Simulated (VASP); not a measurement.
Wanted: the native input for a VASP 6.6.1 run.

| Property | Result |
| --- | --- |
| Task | single point |
| Functional | r2SCAN |
| Dispersion | D4 |
| Potentials or basis | VASP PAW PBE potentials, release 64 (Mo_sv, S) |
| Cutoff | 520 eV |
| k mesh | 10 × 10 × 2 |
| Occupations | fermi-dirac, width 0.05 eV |
| Spin | no spin polarisation |
| Dipole correction | no |
| Further INCAR settings | ALGO = Normal; EDIFF = 1e-06; NBANDS = 35 |

MoS2, a slab with vacuum:

```
Mo S
1.0
     3.17422    0.00000    0.00000
    -1.58711    2.74896    0.00000
     0.00000    0.00000   21.37134
Mo S
2 4
Direct
  0.33333 0.66667 0.85386
  0.66667 0.33333 0.14614
  0.66667 0.33333 0.78116
  0.33333 0.66667 0.07345
  0.66667 0.33333 0.92655
  0.33333 0.66667 0.21884
```

The input as run:

POSCAR

```
MoS2
1.0
    3.1742199136      0.0000000000      0.0000000000
   -1.5871099568      2.7489550823      0.0000000000
    0.0000000000      0.0000000000     21.3713412557
Mo S
2 4
Direct
    0.3333333333      0.6666666667      0.8538569062
    0.6666666667      0.3333333333      0.1461430938
    0.6666666667      0.3333333333      0.7811619559
    0.3333333333      0.6666666667      0.0734494346
    0.6666666667      0.3333333333      0.9265505654
    0.3333333333      0.6666666667      0.2188380441
```

INCAR.step1

```
SYSTEM = MoS2
PREC = Accurate ; ENCUT = 520
ISMEAR = -1 ; SIGMA = 0.05
LREAL = .FALSE. ; LASPH = .TRUE.
NELM = 60 ; NBANDS = 35
GGA = PE ; ALGO = Normal
EDIFF = 1E-4 ; LWAVE = .TRUE.
LCHARG = .FALSE.
```

INCAR.step2

```
SYSTEM = MoS2
PREC = Accurate ; ENCUT = 520
EDIFF = 1E-6 ; ISMEAR = -1
SIGMA = 0.05 ; LREAL = .FALSE.
LASPH = .TRUE. ; NELM = 60
ALGO = Normal ; ISIF = 2
LWAVE = .FALSE. ; LCHARG = .TRUE.
METAGGA = R2SCAN ; LMIXTAU = .TRUE.
IVDW = 13 ; VDW_S6 = 1.0
VDW_S8 = 0.6018749 ; VDW_A1 = 0.51559235
VDW_A2 = 5.77342911 ; LELF = .TRUE.
LVHAR = .TRUE. ; NBANDS = 35
ISTART = 1
```

KPOINTS

```
Automatic mesh
0
G
  10 10 2
  0 0 0
```

Potentials or basis: VASP PAW PBE potentials, release 64 (Mo_sv, S).

The run is started by

```bash
$ cat potpaw_PBE.64/Mo_sv/POTCAR potpaw_PBE.64/S/POTCAR > POTCAR
$ cp INCAR.step1 INCAR
$ mpirun -np 1 vasp_std > vasp.out
$ cp INCAR.step2 INCAR
$ mpirun -np 1 vasp_std > vasp.out
```

Results of the run:

```json
{
  "Band gap on the k mesh": "1.45 eV, indirect (least direct gap 2.03 eV)",
  "Dispersion energy per atom": "-0.129 eV"
}
```

It took 7.7 min on 1 thread of Intel(R) Xeon(R) Platinum 8488C (Sapphire Rapids) (shared host), peak memory 0.41 GiB.
